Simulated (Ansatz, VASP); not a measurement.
## One calculation of Al, two programs

```xyz
4
Lattice="2.7699 0.0000 0.0000 -1.3849 2.3988 0.0000 0.0000 0.0000 9.3908" Properties=species:S:1:pos:R:3 pbc="T T T"
Al    0.0000    0.0000    0.0000
Al    0.0000    1.5992    2.3477
Al    0.0000    0.0000    4.6954
Al    1.3849    0.7996    7.0431
```

Alike in both runs: task single point; functional PBE; dispersion D3(BJ); k mesh 18 × 18 × 6; occupations gaussian, width 0.15 eV; no spin polarisation.

|  | VASP | Ansatz |
| --- | --- | --- |
| version | VASP 6.6.1 | Ansatz 0.2.0 |
| potentials or method | VASP PAW PBE potentials, release 64 (Al), cutoff 520 eV | scalar-relativistic, plane waves, PAW |
| valence electrons in the cell | 12 | 12 |

```csv
,VASP,Ansatz,Ansatz less VASP
gap on the k mesh at the Fermi level (eV),none,none,-
pressure (GPa),1.6,1.6,+0.03
"traceless stress, the component that is largest in VASP (GPa)",-2.34,-2.34,-0.004
```

A gap of «none» marks a metal or a gap that the smearing closes.
